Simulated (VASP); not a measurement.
# CdSe (F-43m) in VASP: single point with LDA

Aim: the single point of CdSe with LDA.

All numbers are computed with VASP 6.6.1; they aren't measurements. Logs are shortened: lines on timing, memory, paths and dates and some standing lists are left out, and cuts for length are marked.

## 1. The cell of the first run

Symmetry: F-43m, No. 216, cubic system. Conventional cell: a = 6.141 Å, b = 6.141 Å, c = 6.141 Å, α = 90.00°, β = 90.00°, γ = 90.00°. Cd (site symmetry -43m) has 4 Se at 2.66 Å within 3.5 Å. Se (site symmetry -43m) has 4 Cd at 2.66 Å within 3.5 Å.

## 2. Single point, LDA

File INCAR:

```
  PREC = Accurate
  ENCUT = 500
  EDIFF = 1E-6
  ISMEAR = 0
  SIGMA = 0.01
  LREAL = False
  LASPH = True
  NELM = 120
  ALGO = Normal
  ISIF = 2
  LWAVE = False
  LCHARG = False
  NBANDS = 16
  GGA_COMPAT = False
```

File KPOINTS:

```
regular mesh
0
Gamma
  4 4 4
```

File POSCAR:

```
CdSe
1.0
    4.3420190000      0.0000000000      0.0000000000
    2.1710095000      3.7602987577      0.0000000000
    2.1710095000      1.2534329192      3.5452436678
Cd Se
1 1
Direct
    0.0000000000      0.0000000000      0.0000000000
    0.7500000000      0.7500000000      0.7500000000
```

Potentials or basis: VASP PAW LDA potentials, release 64 (Cd, Se).

On the command line:

```console
> cat potpaw_LDA.64/Cd/POTCAR potpaw_LDA.64/Se/POTCAR > POTCAR
> mpirun -np 1 vasp_std > vasp.out
```

OUTCAR:

```text
PREC = Accurate
   ENCUT = 500
   EDIFF = 1E-6
   ISMEAR = 0
   LREAL = False
   LASPH = True
   NELM = 120
   ISIF = 2

 ion  position               nearest neighbor table
   1  0.000  0.000  0.000-   2 2.66   2 2.66   2 2.66   2 2.66
   2  0.750  0.750  0.750-   1 2.66   1 2.66   1 2.66   1 2.66

  LATTYP: Found a face centered cubic cell.
 ALAT       =     6.1405421579

  Lattice vectors:

 A1 = (   4.3420190000,   0.0000000000,   0.0000000000)
 A2 = (   2.1710095000,   3.7602987577,   0.0000000000)
 A3 = (   2.1710095000,   1.2534329192,   3.5452436678)

Analysis of symmetry for initial positions (statically):
=====================================================================
 Subroutine PRICEL returns:
 Original cell was already a primitive cell.

 Routine SETGRP: Setting up the symmetry group for a
 face centered cubic supercell.

 Subroutine GETGRP returns: Found 24 space group operations
 (whereof 24 operations were pure point group operations)
 out of a pool of 48 trial point group operations.

The static configuration has the point symmetry T_d .

Analysis of symmetry for dynamics (positions and initial velocities):
=====================================================================
 Subroutine PRICEL returns:
 Original cell was already a primitive cell.

 Routine SETGRP: Setting up the symmetry group for a
 face centered cubic supercell.

 Subroutine GETGRP returns: Found 24 space group operations
 (whereof 24 operations were pure point group operations)
 out of a pool of 48 trial point group operations.

The dynamic configuration has the point symmetry T_d .

 Subroutine INISYM returns: Found 24 space group operations
 (whereof 24 operations are pure point group operations),
 and found     1 'primitive' translations

----------------------------------------------------------------------------------------

                                     Primitive cell

  volume of cell :      57.8842

  direct lattice vectors                    reciprocal lattice vectors
     4.342019000  0.000000000  0.000000000     0.230307606 -0.132968158 -0.094022686
     2.171009500  3.760298758  0.000000000     0.000000000  0.265936316 -0.094022686
     2.171009500  1.253432919  3.545243668     0.000000000  0.000000000  0.282068059

  length of vectors
     4.342019000  4.342019000  4.342019000     0.282068059  0.282068059  0.282068059

  position of ions in fractional coordinates (direct lattice)
     0.000000000  0.000000000  0.000000000
     0.750000000  0.750000000  0.750000000

  ion indices of the primitive-cell ions
   primitive index   ion index
                 1           1
                 2           2

----------------------------------------------------------------------------------------

 KPOINTS: regular mesh

Automatic generation of k-mesh.
 Grid dimensions read from file:
 generate k-points for:    4    4    4

 Generating k-lattice:

  Cartesian coordinates                     Fractional coordinates (reciprocal lattice)
     0.057576901 -0.033242040 -0.023505672     0.250000000  0.000000000  0.000000000
     0.000000000  0.066484079 -0.023505672     0.000000000  0.250000000  0.000000000
     0.000000000  0.000000000  0.070517015     0.000000000  0.000000000  0.250000000

  Length of vectors
     0.070517015  0.070517015  0.070517015

  Shift w.r.t. Gamma in fractional coordinates (k-lattice)
     0.000000000  0.000000000  0.000000000

 Subroutine IBZKPT returns following result:
 ===========================================

 Found      8 irreducible k-points:

 Following reciprocal coordinates:
            Coordinates               Weight
  0.000000  0.000000  0.000000      1.000000
  0.250000  0.000000  0.000000      8.000000
  0.500000  0.000000  0.000000      4.000000
  0.250000  0.250000 -0.000000      6.000000
  0.500000  0.250000 -0.000000     24.000000
 -0.250000  0.250000  0.000000     12.000000
  0.500000  0.500000 -0.000000      3.000000
 -0.250000  0.500000  0.250000      6.000000
   k-points           NKPTS =      8   k-points in BZ     NKDIM =      8   number of bands    NBANDS=     16
   number of dos      NEDOS =    301   number of ions     NIONS =      2
   total plane-waves  NPLWV =  32768
   dimension x,y,z NGX =    32 NGY =   32 NGZ =   32
   dimension x,y,z NGXF=    64 NGYF=   64 NGZF=   64
   ions per type =               1   1
   NGX,Y,Z   is equivalent  to a cutoff of  12.25, 12.25, 12.25 a.u.
   NGXF,Y,Z  is equivalent  to a cutoff of  24.50, 24.50, 24.50 a.u.
 SYSTEM =  unknown system
   PREC   = accura    normal or accurate (medium, high low for compatibility)
   ISTART =      0    job   : 0-new  1-cont  2-samecut
   ICHARG =      2    charge: 1-file 2-atom 10-const
   ISPIN  =      1    spin polarized calculation?
   LNONCOLLINEAR =      F non collinear calculations
   LSORBIT =      F    spin-orbit coupling
   LASPH  =      T    aspherical Exc in radial PAW
   ENCUT  =  500.0 eV  36.75 Ry    6.06 a.u.   7.92  7.92  7.92*2*pi/ulx,y,z
   NELM   =    120;   NELMIN=  2; NELMDL= -5     # of ELM steps
   EDIFF  = 0.1E-05   stopping-criterion for ELM
   LREAL  =      F    real-space projection
   EDIFFG = 0.1E-04   stopping-criterion for IOM
   NSW    =      0    number of steps for IOM
   IBRION =     -1    ionic relax: 0-MD 1-quasi-New 2-CG
   NFREE  =      0    steps in history (QN), initial steepest desc. (CG)
   ISIF   =      2    stress and relaxation
   ISYM   =      2    0-nonsym 1-usesym 2-fastsym
   POTIM  = 0.5000    time-step for ionic-motion
   TEBEG  =    0.0;   TEEND  =   0.0 temperature during run
   PSTRESS=    0.0 pullay stress
   NELECT =      18.0000    total number of electrons
   NUPDOWN=      -1.0000    fix difference up-down
   EMIN   =  10.00;   EMAX   =-10.00  energy-range for DOS
   EFERMI =   0.00;   METHOD = LEGACY
   ISMEAR =     0;   SIGMA  =   0.01  broadening in eV -4-tet -1-fermi 0-gaus
   EFERMI_NEDOS =   21; number of points for ismear=-14 and -15
   IALGO  =     38    algorithm
   IMIX   =      4    mixing-type and parameters
     AMIX     =   0.40;   BMIX     =  1.00
     AMIX_MAG =   1.60;   BMIX_MAG =  1.00
  volume/ion in A,a.u.               =      28.94       195.31
  Fermi-wavevector in a.u.,A,eV,Ry     =   1.109121  2.095935 16.737200  1.230149
  Thomas-Fermi vector in A             =   2.245657
   LORBIT       =      0    0 simple, 1 ext, 2 COOP (PROOUT), +10 PAW based schemes
   GGA     = CA    functional components
   LHFCALC =     F    Hartree Fock is set to
   AEXX    =    0.0000 exact exchange contribution
   IVDW    =     0    specifies the selected vdW correction
   LEPSILON=     F    determine dielectric tensor
   LRPA    =     F    only Hartree local field effects (RPA)
 non-spin polarized calculation
 Gauss-broadening in eV      SIGMA  =   0.01
  energy-cutoff  :      500.00
  volume of cell :       57.88
 maximum number of plane-waves:      1480
   NGX = 15   NGY = 15   NGZ = 15

 number of electron      18.0000006 magnetization

 Free energy of the ion-electron system (eV)
  ---------------------------------------------------
  ext. energy  EPLUGINS =         0.00000000
  ---------------------------------------------------
  free energy    TOTEN  =        -6.67737451 eV

  energy without entropy =       -6.67737451  energy(sigma->0) =       -6.67737451

 E-fermi :   0.7116     XC(G=0):  -9.1576

 val. band max:        0.6134687227   @ k =   0.0000   0.0000   0.0000
 cond. band min:       0.8958560046   @ k =   0.0000   0.0000   0.0000
 fundamental gap:      0.2823872819
 Fermi energy:         0.7116355338

 k-point     1 :       0.0000    0.0000    0.0000
  band No.  band energies     occupation
      1     -11.8709      2.00000
      2      -7.2751      2.00000
      3      -7.2751      2.00000
      4      -7.2751      2.00000
      5      -6.9289      2.00000
      6      -6.9289      2.00000
[... 8 lines left out ...]
     15      11.6160      0.00000
     16      11.6160      0.00000

 k-point     2 :       0.2500    0.0000    0.0000
  band No.  band energies     occupation
      1     -11.6942      2.00000
      2      -7.2242      2.00000
      3      -7.2242      2.00000
      4      -7.0763      2.00000
      5      -6.9270      2.00000
      6      -6.9270      2.00000
[... 8 lines left out ...]
     15      10.5430      0.00000
     16      10.5430      0.00000

 k-point     3 :       0.5000    0.0000    0.0000
  band No.  band energies     occupation
      1     -11.5144      2.00000
      2      -7.1879      2.00000
      3      -7.1879      2.00000
      4      -6.9070      2.00000
      5      -6.9070      2.00000
      6      -6.6552      2.00000
[... 8 lines left out ...]
     15      12.5495      0.00000
     16      12.5495      0.00000

 k-point     4 :       0.2500    0.2500   -0.0000
  band No.  band energies     occupation
      1     -11.6365      2.00000
      2      -7.1625      2.00000
      3      -7.1625      2.00000
      4      -7.1233      2.00000
      5      -6.9359      2.00000
      6      -6.9015      2.00000
[... 8 lines left out ...]
     15      12.1406      0.00000
     16      13.4067      0.00000

 k-point     5 :       0.5000    0.2500   -0.0000
  band No.  band energies     occupation
      1     -11.4597      2.00000
      2      -7.1458      2.00000
      3      -7.1078      2.00000
      4      -6.9889      2.00000
      5      -6.8969      2.00000
      6      -6.6226      2.00000
[... 8 lines left out ...]
     15      12.8163      0.00000
     16      13.3799      0.00000

 k-point     6 :      -0.2500    0.2500    0.0000
  band No.  band energies     occupation
      1     -11.5178      2.00000
      2      -7.1640      2.00000
      3      -7.1586      2.00000
      4      -6.9420      2.00000
      5      -6.9378      2.00000
      6      -6.7329      2.00000
[... 8 lines left out ...]
     15      11.5243      0.00000
     16      13.3871      0.00000

 k-point     7 :       0.5000    0.5000   -0.0000
  band No.  band energies     occupation
      1     -11.4023      2.00000
      2      -7.0971      2.00000
      3      -7.0330      2.00000
      4      -7.0330      2.00000
      5      -6.8741      2.00000
      6      -6.5955      2.00000
[... 8 lines left out ...]
     15      12.9679      0.00000
     16      13.6213      0.00000

 k-point     8 :      -0.2500    0.5000    0.2500
  band No.  band energies     occupation
      1     -11.4031      2.00000
      2      -7.1013      2.00000
      3      -7.0991      2.00000
      4      -6.9616      2.00000
      5      -6.9241      2.00000
      6      -6.4779      2.00000
[... 8 lines left out ...]
     15      12.9563      0.00000
     16      13.4929      0.00000

------------------------ aborting loop because EDIFF is reached ----------------------------------------

  FORCE on cell =-STRESS in cart. coord.  units (eV):
  Direction    XX          YY          ZZ          XY          YZ          ZX
  --------------------------------------------------------------------------------------
  -------------------------------------------------------------------------------------
  Total       -0.9788663     -0.9788663     -0.9788663     -0.0000000      0.0000000      0.0000000
  in kB      -27.0940430    -27.0940430    -27.0940430     -0.0000000      0.0000000      0.0000000
  external PRESSURE =     -27.0940430 kB  Pullay stress =       0.0000000 kB

 VOLUME and BASIS-vectors are now :
 -----------------------------------------------------------------------------
  energy-cutoff  :      500.00
  volume of cell :       57.88
      direct lattice vectors                 reciprocal lattice vectors
     4.342019000  0.000000000  0.000000000     0.230307606 -0.132968158 -0.094022686
     2.171009500  3.760298758  0.000000000     0.000000000  0.265936316 -0.094022686
     2.171009500  1.253432919  3.545243668     0.000000000  0.000000000  0.282068059

 POSITION                                       TOTAL-FORCE (eV/Angst)
 -----------------------------------------------------------------------------------
      0.00000      0.00000      0.00000        -0.000000     -0.000000      0.000000
      6.51303      3.76030      2.65893         0.000000      0.000000     -0.000000
 -----------------------------------------------------------------------------------
    total drift:                                0.000000      0.000000      0.000000

  FREE ENERGIE OF THE ION-ELECTRON SYSTEM (eV)
  ---------------------------------------------------
  free  energy   TOTEN  =        -6.6773745070 eV

  energy  without entropy=       -6.6773745070  energy(sigma->0) =       -6.67737451
```

It took 8.5 s on 1 thread of Intel Xeon Platinum 8259CL at 2.50GHz (Skylake/Cascade Lake), shared host; peak memory 0.15 GiB.

Results:

```yaml
Free_energy: -6.6774 eV
Pressure: -2.7 GPa
Band_gap_on_the_k_mesh: 0.28 eV, direct
```

Caveat: the k points lie up to 0.44 Å⁻¹ apart.
